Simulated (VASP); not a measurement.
# AlCo (Pm-3m) in VASP: a series of runs, part 2 of 2

VASP 6.6.1.

## (3) Single point, PBE, collinear spin, ferromagnetic start

This run uses another cell than the first one, of 10.76 Å³/atom, 1.021 times its volume.

Contents of INCAR:

```
SYSTEM = AlCo
  ALGO = Normal
  EDIFF = 1E-6
  ENCUT = 520
  GGA = PE
  ISIF = 2
  ISMEAR = -1
  ISPIN = 2
  LASPH = .True.
  LCHARG = .False.
  LMAXMIX = 4
  LORBIT = 11
  LREAL = .False.
  LWAVE = .False.
  MAGMOM = 2 0
  NBANDS = 17
  NELM = 150
  PREC = Accurate
  SIGMA = 0.05
```

Contents of KPOINTS:

```
k-points
0
Gamma
  9 9 9
  0 0 0
```

Contents of POSCAR:

```
AlCo
1.0
    2.7812984956      0.0000000000      0.0000000000
    0.0000000000      2.7812984956      0.0000000000
    0.0000000000      0.0000000000      2.7812984956
Co Al
1 1
Direct
    0.5000000000      0.5000000000      0.5000000000
    0.0000000000      0.0000000000      0.0000000000
```

Potentials or basis: VASP PAW PBE potentials, release 64 (Co, Al).

Launch:

```sh
$ cat potpaw_PBE.64/Co/POTCAR potpaw_PBE.64/Al/POTCAR > POTCAR
$ mpirun -np 1 vasp_std > vasp.out
```

OUTCAR:

```text
SYSTEM = AlCo
   EDIFF = 1E-6
   ENCUT = 520
   GGA = PE
   ISIF = 2
   ISMEAR = -1
   ISPIN = 2
   LASPH = .True.
   LORBIT = 11
   LREAL = .False.
   NELM = 150
   PREC = Accurate

 ion  position               nearest neighbor table
   1  0.500  0.500  0.500-   2 2.41   2 2.41   2 2.41   2 2.41   2 2.41   2 2.41   2 2.41   2 2.41

   2  0.000  0.000  0.000-   1 2.41   1 2.41   1 2.41   1 2.41   1 2.41   1 2.41   1 2.41   1 2.41

  LATTYP: Found a simple cubic cell.
 ALAT       =     2.7812984956

  Lattice vectors:

 A1 = (   2.7812984956,   0.0000000000,   0.0000000000)
 A2 = (   0.0000000000,   2.7812984956,   0.0000000000)
 A3 = (   0.0000000000,   0.0000000000,   2.7812984956)

Analysis of symmetry for initial positions (statically):
=====================================================================
[... 1177 lines left out ...]
      direct lattice vectors                 reciprocal lattice vectors
     2.781298496  0.000000000  0.000000000     0.359544293  0.000000000  0.000000000
     0.000000000  2.781298496  0.000000000     0.000000000  0.359544293  0.000000000
     0.000000000  0.000000000  2.781298496     0.000000000  0.000000000  0.359544293

 POSITION                                       TOTAL-FORCE (eV/Angst)
 -----------------------------------------------------------------------------------
      1.39065      1.39065      1.39065         0.000000      0.000000      0.000000
      0.00000      0.00000      0.00000         0.000000      0.000000      0.000000
 -----------------------------------------------------------------------------------
    total drift:                                0.000000     -0.000000     -0.000000

  FREE ENERGIE OF THE ION-ELECTRON SYSTEM (eV)
  ---------------------------------------------------
  free  energy   TOTEN  =       -11.9181023898 eV

  energy  without entropy=      -11.9142688287  energy(sigma->0) =      -11.91618561

 total charge

# of ion       s       p       d       tot
------------------------------------------
    1        0.463   0.571   7.565   8.599
    2        0.405   0.463   0.000   0.868
--------------------------------------------------
tot          0.868   1.034   7.565   9.467

 magnetization (x)

# of ion       s       p       d       tot
------------------------------------------
    1       -0.000  -0.000   0.000   0.000
    2       -0.000  -0.000   0.000  -0.000
--------------------------------------------------
tot         -0.000  -0.000   0.000   0.000
```

OSZICAR:

```text
N       E                     dE             d eps       ncg     rms          rms(c)
DAV:   1     0.375151417167E+02    0.37515E+02   -0.49122E+03  2452   0.753E+02
DAV:   2    -0.110974195844E+02   -0.48613E+02   -0.43450E+02  2687   0.152E+02
DAV:   3    -0.131156653844E+02   -0.20182E+01   -0.19832E+01  2889   0.325E+01
DAV:   4    -0.131461542310E+02   -0.30489E-01   -0.30469E-01  2896   0.357E+00
DAV:   5    -0.131470334896E+02   -0.87926E-03   -0.87920E-03  2969   0.649E-01    0.143E+01
DAV:   6    -0.153937263814E+02   -0.22467E+01   -0.42041E+01  2664   0.712E+01    0.153E+01
DAV:   7    -0.119465249032E+02    0.34472E+01   -0.22485E+01  2706   0.455E+01    0.251E+00
DAV:   8    -0.119302786312E+02    0.16246E-01   -0.16062E-01  2902   0.267E+00    0.128E+00
DAV:   9    -0.119190788732E+02    0.11200E-01   -0.36657E-02  3134   0.138E+00    0.745E-01
DAV:  10    -0.119180627478E+02    0.10161E-02   -0.97090E-04  3113   0.203E-01    0.193E-01
DAV:  11    -0.119180960359E+02   -0.33288E-04   -0.26263E-04  2970   0.120E-01    0.115E-01
DAV:  12    -0.119180983984E+02   -0.23625E-05   -0.22563E-04  3130   0.107E-01    0.354E-02
DAV:  13    -0.119181020158E+02   -0.36174E-05   -0.93684E-06  2954   0.256E-02    0.117E-02
DAV:  14    -0.119181023898E+02   -0.37395E-06   -0.20985E-06  1613   0.933E-03
   1 F= -.11918102E+02 E0= -.11916186E+02  d E =-.383356E-02  mag=     0.0000
```

stdout:

```text
POSCAR found type information on POSCAR CoAl
 POSCAR found :  2 types and       2 ions
 scaLAPACK will be used
 LDA part: xc-table for (Slater+PW92), standard interpolation
 POSCAR, INCAR and KPOINTS ok, starting setup
 FFT: planning ... GRIDC
 FFT: planning ... GRID_SOFT
 FFT: planning ... GRID
 WAVECAR not read
 entering main loop
```

Run time: 9 s. Hardware: 1 thread of Intel Xeon 6975P-C (Granite Rapids), shared host; peak memory 0.15 GiB.

Results:

| Quantity | Value |
| --- | --- |
| Free energy | -11.9181 eV |
| Pressure | 15.8 GPa |
| Band gap on the k mesh | zero (filled and empty bands overlap) |
| Net moment | 0.00 μB per cell |
| Valence electrons inside the program's atomic spheres | Co 8.60; Al 0.87 |

Caveat: the starting moments collapsed, and a magnetic state may lie lower.
